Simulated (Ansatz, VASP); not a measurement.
In in VASP and in Ansatz

INCAR

```
SYSTEM = In
PREC = Accurate
ENCUT = 520
EDIFF = 1E-6
ISMEAR = -1
SIGMA = 0.1
LREAL = .False.
LASPH = .True.
NELM = 60
ALGO = Normal
ISIF = 2
LWAVE = .False.
LCHARG = .True.
GGA = PE
LELF = .True.
LVHAR = .True.
NBANDS = 20
```

File KPOINTS:

```
Automatic mesh
0
Gamma
  11 11 11
  0 0 0
```

Contents of POSCAR:

```
In
1.0
    0.0000000000      2.9200368469      2.9200368469
    2.9200368469      0.0000000000      2.9200368469
    2.9200368469      2.9200368469      0.0000000000
In
2
Direct
   -0.1250000000     -0.1250000000     -0.1250000000
    0.1250000000      0.1250000000      0.1250000000
```

Input for Ansatz:

```yaml
crystal:
  lattice:
    - [0.0, 2.9200368469, 2.9200368469]
    - [2.9200368469, 0.0, 2.9200368469]
    - [2.9200368469, 2.9200368469, 0.0]
  atoms:
    - { symbol: In, position: [-0.125, -0.125, -0.125] }
    - { symbol: In, position: [0.125, 0.125, 0.125] }
kpoints:
  mp_grid: { grid: [11, 11, 11] }
scf:
  occupations: { method: fermi_dirac, width: 0.1 }
hamiltonian:
  xc: pbe
  pseudopotentials: { kind: all_electron, lapw: { basis_error: 0.001 } }
output:
  forces: true
  stress: true
  eigenvalues: true
  populations: true
```

Change from the starting cell: volume scaled by 0.65, LAPW.

Alike in both runs: task single point; functional PBE; k mesh 11 × 11 × 11; occupations fermi-dirac, width 0.1 eV; no spin polarisation.

```csv
,VASP,Ansatz
version,VASP 6.6.1,Ansatz 0.2.0
potentials or method,"VASP PAW PBE potentials, release 64 (In_d), cutoff 520 eV","all-electron LAPW, scalar-relativistic"
```

```tsv
	VASP	Ansatz	Ansatz less VASP
pressure (GPa)	28.2	28.2	-0.04
```

Both programs put the cell under a high pressure, so it lies far from rest at this level. Ansatz ran all-electron here, and VASP with PAW potentials.
